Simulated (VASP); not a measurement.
# SiC (P6_3mc) in VASP: notebook, part 2 of 2

VASP 6.6.1.

## Step 4: Relaxation of cell and atoms, PBEsol, target pressure 4 GPa, at which the enthalpy is minimised

INCAR reads:

```
ALGO = Normal
EDIFF = 1E-6
EDIFFG = -0.002
ENCUT = 600
GGA = PS
IBRION = 2
ISIF = 3
ISMEAR = 0
LASPH = T
LCHARG = F
LREAL = F
LWAVE = F
NELM = 80
NSW = 100
PREC = Accurate
PSTRESS = 40.0
SIGMA = 0.01
```

KPOINTS reads:

```
k-points
0
Gamma
  8 8 6
```

POSCAR reads:

```
SiC
1.0
    3.0757704001      0.0000000000      0.0000000000
   -1.5378852001      2.6636953027      0.0000000000
    0.0000000000      0.0000000000      5.0475326534
Si C
2 2
Direct
    0.3333333333      0.6666666667      0.0045934394
    0.6666666667      0.3333333333      0.5045934394
    0.3333333333      0.6666666667      0.3804065606
    0.6666666667      0.3333333333      0.8804065606
```

Run with:

```
> cat potpaw_PBE.64/Si/POTCAR potpaw_PBE.64/C/POTCAR > POTCAR
> mpirun -np 1 vasp_std > vasp.out
```

It took 32 s on 1 thread of Intel Xeon 6975P-C (Granite Rapids), shared host; peak memory 0.17 GiB.

The run converged. Its results:

```yaml
Free_energy: -31.8143 eV
Relaxed_volume: 10.17 Å³/atom
Relaxed_cell: a = 3.059 Å, b = 3.059 Å, c = 5.019 Å, α = 90.00°, β = 90.00°, γ = 120.00°
Space_group_after_relaxing_to_0.05_Å: P6_3mc (No. 186)
Energy_change_on_relaxing_the_enthalpy_is_what_falls: +2.2 meV/atom
Ionic_steps: 7
Pressure_after_relaxing: 4.0 GPa
Band_gap_on_the_k_mesh: 2.35 eV, indirect (least direct gap 3.88 eV)
```

The path:
```csv
step,energy change (eV),largest force (eV/Å),pressure (GPa),volume (Å³)
1,0.0000,0.0005,0.26,41.35
2,0.0385,0.0056,8.64,39.93
3,0.0087,0.0024,4.00,40.69
4,0.0091,0.0024,4.06,40.67
5,0.0086,0.0046,3.96,40.69
6,0.0088,0.0020,4.00,40.68
7,0.0089,0.0008,4.02,40.68
```

Final structure:
```
Si C
1.0
     3.05918    0.00000    0.00000
    -1.52959    2.64932    0.00000
     0.00000    0.00000    5.01947
Si C
2 2
Direct
  0.33333 0.66667 0.00460
  0.66667 0.33333 0.50460
  0.33333 0.66667 0.38040
  0.66667 0.33333 0.88040
```

Levels at points of the mesh, in eV from the valence-band top:
| k point | band 4 | band 5 | band 6 | band 7 | band 8 | band 9 | band 10 | band 11 | band 12 |
| --- | --- | --- | --- | --- | --- | --- | --- | --- | --- |
| (0.00, 0.00, 0.00) | -1.33 | -1.33 | -0.11 | 0.00 | 0.00 | 4.88 | 6.33 | 6.69 | 6.69 |
| (0.50, 0.00, 0.00) | -6.35 | -5.54 | -3.39 | -3.38 | -1.20 | 2.68 | 4.14 | 6.92 | 7.11 |
| (0.00, 0.00, 0.50) | -4.50 | -0.72 | -0.72 | -0.72 | -0.72 | 5.97 | 5.97 | 7.36 | 7.36 |
| (0.50, 0.00, 0.50) | -8.39 | -2.49 | -2.49 | -2.36 | -2.36 | 3.21 | 3.21 | 5.23 | 5.23 |

Caveat: the cell is relaxed towards a set pressure, so the enthalpy falls and the energy may rise; the PAW data sets were made with another functional, which shifts forces and pressure a little.

## Step 5: Relaxation of cell and atoms, PBEsol, target pressure 7 GPa, at which the enthalpy is minimised

Edit INCAR of step 4 so:

```diff
@@ -15,3 +15,3 @@
 PREC = Accurate
-PSTRESS = 40.0
+PSTRESS = 70.0
 SIGMA = 0.01
```

KPOINTS is that of step 4.

POSCAR is that of step 4.

Potentials or basis: VASP PAW PBE potentials, release 64 (Si, C).

Run with:

```
> cat potpaw_PBE.64/Si/POTCAR potpaw_PBE.64/C/POTCAR > POTCAR
> mpirun -np 1 vasp_std > vasp.out
```

OUTCAR:

```text
EDIFF = 1E-6
   EDIFFG = -0.002
   ENCUT = 600
   GGA = PS
   IBRION = 2
   ISIF = 3
   ISMEAR = 0
   LASPH = T
   LREAL = F
   NELM = 80
   NSW = 100
   PREC = Accurate
   PSTRESS = 70.0

 ion  position               nearest neighbor table
   1  0.333  0.667  0.005-   4 1.88   4 1.88   4 1.88   3 1.90   2 3.09   2 3.09   2 3.09   2 3.09
                             2 3.09   2 3.09
   2  0.667  0.333  0.505-   3 1.88   3 1.88   3 1.88   4 1.90   1 3.09   1 3.09   1 3.09   1 3.09
                             1 3.09   1 3.09
   3  0.333  0.667  0.380-   2 1.88   2 1.88   2 1.88   1 1.90
   4  0.667  0.333  0.880-   1 1.88   1 1.88   1 1.88   2 1.90

  LATTYP: Found a hexagonal cell.
 ALAT       =     3.0757704001
 C/A-ratio  =     1.6410628873

  Lattice vectors:

 A1 = (   3.0757704001,   0.0000000000,   0.0000000000)
 A2 = (  -1.5378852001,   2.6636953027,   0.0000000000)
 A3 = (   0.0000000000,   0.0000000000,   5.0475326534)

Analysis of symmetry for initial positions (statically):
=====================================================================
 Subroutine PRICEL returns:
 Original cell was already a primitive cell.

 Routine SETGRP: Setting up the symmetry group for a
[... 184 lines left out ...]
  Total        0.0697916      0.0697916      0.0620979     -0.0000000      0.0000000      0.0000000
  in kB        2.7039327      2.7039327      2.4058559     -0.0000000      0.0000000      0.0000000
  external PRESSURE =     -67.3954262 kB  Pullay stress =      70.0000000 kB
[... 187 lines left out ...]
--------------------------------------- Ionic step        6  -------------------------------------------

 number of electron      15.9999999 magnetization

 Free energy of the ion-electron system (eV)
  ---------------------------------------------------
  ext. energy  EPLUGINS =         0.00000000
  ---------------------------------------------------
  free energy    TOTEN  =       -31.79727682 eV

  energy without entropy =      -31.79727682  energy(sigma->0) =      -31.79727682

 E-fermi :   8.6109     XC(G=0): -11.6238

 val. band max:        8.5402368199   @ k =   0.0000   0.0000   0.0000
 cond. band min:      10.8692439721   @ k =   0.3750   0.2500   0.0000
 fundamental gap:      2.3290071522
 Fermi energy:         8.6109284271

 k-point     1 :       0.0000    0.0000    0.0000
  band No.  band energies     occupation
      1      -7.2832      2.00000
      2      -3.5668      2.00000
      3      -0.3917      2.00000
      4       7.2031      2.00000
      5       7.2032      2.00000
      6       8.4262      2.00000
      7       8.5402      2.00000
      8       8.5402      2.00000
      9      13.5202      0.00000
     10      14.9963      0.00000
     11      15.3039      0.00000
     12      15.3039      0.00000
[... 331 lines left out ...]
 k-point    24 :       0.3750    0.0000    0.3333
  band No.  band energies     occupation
      1      -4.4105      2.00000
      2      -3.0513      2.00000
      3       0.8259      2.00000
      4       2.1125      2.00000
      5       4.4041      2.00000
      6       5.7653      2.00000
      7       6.7258      2.00000
      8       6.7991      2.00000
      9      11.6340      0.00000
     10      12.4691      0.00000
     11      14.3243      0.00000
     12      15.8962      0.00000

 [... further k-points ...]
[... 5 lines left out ...]
  --------------------------------------------------------------------------------------
  -------------------------------------------------------------------------------------
  Total        1.7574101      1.7574101      1.7561243     -0.0000000      0.0000000      0.0000000
  in kB       70.0678530     70.0678530     70.0165886     -0.0000000      0.0000000      0.0000000
  external PRESSURE =       0.0507649 kB  Pullay stress =      70.0000000 kB
[... 23 lines left out ...]
  energy  without entropy=      -31.7972768201  energy(sigma->0) =      -31.79727682

  enthalpy is  TOTEN    =       -30.0415686212 eV   P V=        1.7557081989

 reached required accuracy - stopping structural energy minimisation
```

It took 33 s on 1 thread of Intel Xeon 6975P-C (Granite Rapids), shared host; peak memory 0.18 GiB.

Results:

```
Free energy                                            : -31.7973 eV
Relaxed volume                                         : 10.05 Å³/atom
Relaxed cell                                           : a = 3.047 Å, b = 3.047 Å, c = 4.999 Å, α = 90.00°, β = 90.00°, γ = 120.00°
Space group after relaxing (to 0.05 Å)                 : P6_3mc (No. 186)
Energy change on relaxing (the enthalpy is what falls) : +6.5 meV/atom
Ionic steps                                            : 6
Pressure after relaxing                                : 7.0 GPa
Band gap on the k mesh                                 : 2.33 eV, indirect (least direct gap 3.90 eV)
```

The path:
```tsv
step	energy change (eV)	largest force (eV/Å)	pressure (GPa)	volume (Å³)
1	0.0000	0.0005	0.26	41.35
2	0.1250	0.0105	16.27	38.81
3	0.0255	0.0045	6.95	40.19
4	0.0265	0.0046	7.09	40.17
5	0.0252	0.0088	6.91	40.20
6	0.0259	0.0018	7.01	40.19
```

Final structure:
```yaml
crystal:
  lattice:
    - [3.04679, 0.00000, 0.00000]
    - [-1.52339, 2.63859, 0.00000]
    - [0.00000, 0.00000, 4.99862]
  atoms:
    - { symbol: Si, position: [0.33333, 0.66667, 0.00461] }
    - { symbol: Si, position: [0.66667, 0.33333, 0.50461] }
    - { symbol: C, position: [0.33333, 0.66667, 0.38039] }
    - { symbol: C, position: [0.66667, 0.33333, 0.88039] }
```

Caveat: the cell is relaxed towards a set pressure, so the enthalpy falls and the energy may rise; the PAW data sets were made with another functional, which shifts forces and pressure a little. A k mesh can miss the band edges.

## Step 6: The runs side by side

| cell | gap on the mesh (eV) | pressure (GPa) |
| --- | --- | --- |
| relaxed to 1 GPa | 2.37 | 1.0 |
| relaxed to 2 GPa | 2.36 | 2.0 |
| relaxed to 4 GPa | 2.35 | 4.0 |
| relaxed to 7 GPa | 2.33 | 7.0 |

Alike in all rows: task relaxation of cell and atoms; level PBEsol; potentials or basis VASP PAW PBE potentials, release 64 (Si, C); no spin polarisation; k mesh 8 × 8 × 6; cutoff (eV) 600; smearing gaussian 0.01 eV.

Caveats: the cell is relaxed towards a set pressure, so the enthalpy falls and the energy may rise; the PAW data sets were made with another functional, which shifts forces and pressure a little.

Total energies depend on the potentials used, so only differences within one code and one set of settings carry meaning.
